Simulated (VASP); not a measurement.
Wanted: the native input for a VASP 6.6.1 run.

```
Task                   : relaxation of cell and atoms
Functional             : LDA
Potentials or basis    : VASP PAW LDA potentials, release 64 (Pt)
Cutoff                 : 600 eV
k mesh                 : 12 × 12 × 6
Occupations            : fermi-dirac, width 0.1 eV
Spin                   : no spin polarisation
Dipole correction      : no
Further INCAR settings : ALGO = Normal; EDIFF = 1e-07; IBRION = 2; EDIFFG = -0.01; NSW = 80; ISIF = 3
```

The structure of Pt lies in POSCAR:

```
Pt
1.0
    2.7606660000      0.0000000000      0.0000000000
   -1.3803330000      2.3908068874      0.0000000000
    0.0000000000      0.0000000000      4.7921340000
Pt
2
Direct
    0.6666666667      0.3333333333      0.7500000000
    0.3333333333      0.6666666667      0.2500000000
```

This isn't the form of Pt at room conditions, which is fcc.

One way to write it, as run:

INCAR

```
ALGO = Normal
EDIFF = 1E-7
EDIFFG = -0.01
ENCUT = 600
GGA = CA
IBRION = 2
ISIF = 3
ISMEAR = -1
LASPH = T
LCHARG = F
LREAL = F
LWAVE = F
NELM = 100
NSW = 80
PREC = Accurate
SIGMA = 0.1
```

KPOINTS

```
k-points
0
Gamma
  12 12 6
```

Potentials or basis: VASP PAW LDA potentials, release 64 (Pt).

Launch:

```console
$ cat potpaw_LDA.64/Pt/POTCAR > POTCAR
$ mpirun -np 1 vasp_std > vasp.out
```

It gave:

* Relaxed volume: 14.92 Å³/atom
* Relaxed cell: a = 2.718 Å, b = 2.718 Å, c = 4.663 Å, α = 90.00°, β = 90.00°, γ = 120.00°
* Space group after relaxing (to 0.1 Å): P6_3/mmc (No. 194)
* Energy gained by relaxing: 44.3 meV/atom
* Ionic steps: 10
* Pressure after relaxing: 0.0 GPa
* Band gap on the k mesh: zero (bands 10 and 11 overlap by 1.40 eV)

Caveat: spin-orbit coupling is left out, which moves the levels of the heavy elements.

Run time: 86 s on 1 thread of Intel(R) Xeon(R) 6975P-C (Granite Rapids), with other jobs on the host, peak memory 0.18 GiB.
